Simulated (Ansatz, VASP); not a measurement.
One calculation of TaN, two programs

File INCAR:

```
PREC     = Accurate       # precision mode
ENCUT    = 520            # plane-wave cutoff, eV
EDIFF    = 1E-6           # SCF threshold, eV
ISMEAR   = 0              # smearing method
SIGMA    = 0.15           # smearing width, eV
LREAL    = False          # projectors in reciprocal space
LASPH    = True           # aspherical terms in the spheres
NELM     = 80             # most SCF steps
ALGO     = Normal         # electronic algorithm
ISIF     = 2              # what is computed and relaxed
LWAVE    = False          # write WAVECAR
LCHARG   = True           # write CHGCAR
GGA      = PS             # functional
LELF     = True           # ELF
LVHAR    = True         
NBANDS   = 24             # bands
```

The input KPOINTS:

```
Automatic mesh
0
Gamma
  18 18 8
```

The input POSCAR:

```
TaN
1.0
    3.1990347128      0.0000000000      0.0000000000
   -1.5995173564      2.7704453288      0.0000000000
    0.0000000000      0.0000000000      6.4553321469
Ta N
2 2
Direct
    0.3333333333      0.6666666667      0.0301041378
    0.6666666667      0.3333333333      0.5301041378
    0.3333333333      0.6666666667      0.3548958622
    0.6666666667      0.3333333333      0.8548958622
```

Input for Ansatz:

```yaml
crystal:
  lattice:
    - [3.1990347128, 0.0, 0.0]
    - [-1.5995173564, 2.7704453288, 0.0]
    - [0.0, 0.0, 6.4553321469]
  atoms:
    - { symbol: Ta, position: [0.3333333333, 0.6666666667, 0.0301041378] }
    - { symbol: Ta, position: [0.6666666667, 0.3333333333, 0.5301041378] }
    - { symbol: "N", position: [0.3333333333, 0.6666666667, 0.3548958622] }
    - { symbol: "N", position: [0.6666666667, 0.3333333333, 0.8548958622] }
basis:
  ecutwfc: 520.0
kpoints:
  mp_grid: { grid: [18, 18, 8] }
hamiltonian:
  xc: pbesol
  pseudopotentials: { kind: paw, azcp: { folder: soft_1 } }
scf:
  occupations: { method: gaussian, width: 0.15 }
output:
  forces: true
  stress: true
  eigenvalues: true
  write_density: true
  write_potential: true
  elf: true
  volumetric_format: npy
```

Alike in both runs: task single point; functional PBEsol; k mesh 18 × 18 × 8; occupations gaussian, width 0.15 eV; no spin polarisation.

|  | VASP | Ansatz |
| --- | --- | --- |
| version | VASP 6.6.1 | Ansatz 0.2.0 |
| potentials or method | VASP PAW PBE potentials, release 64 (Ta_pv, N), cutoff 520 eV | scalar-relativistic, plane waves, PAW |
| valence electrons in the cell | 32 | 36 |

VASP gave:

```
gap on the k mesh at the Fermi level (eV)                     : none
pressure (GPa)                                                : -25.5
traceless stress, the component that is largest in VASP (GPa) : -13.06
rms of the force components (eV/Å)                            : 0.258
```

Task: Which values does Ansatz return?

Result: gap on the k mesh at the Fermi level (eV): none; pressure (GPa): -25.9; traceless stress, the component that is largest in VASP (GPa): -13.24; rms of the force components (eV/Å): 0.258.

VASP's potentials were made for PBE, not for PBEsol, and Ansatz warns of the same on its side. Atom by atom the forces differ by 0.000 eV/Å (rms over components). A gap of «none» marks a metal or a gap that the smearing closes. With one functional, cell and mesh, what is left measures potentials, basis and numerics. VASP's potentials hold 32 valence electrons a cell and Ansatz's 36, so a difference there can come from the potentials and not from the codes.

Neither program's run includes spin-orbit coupling.
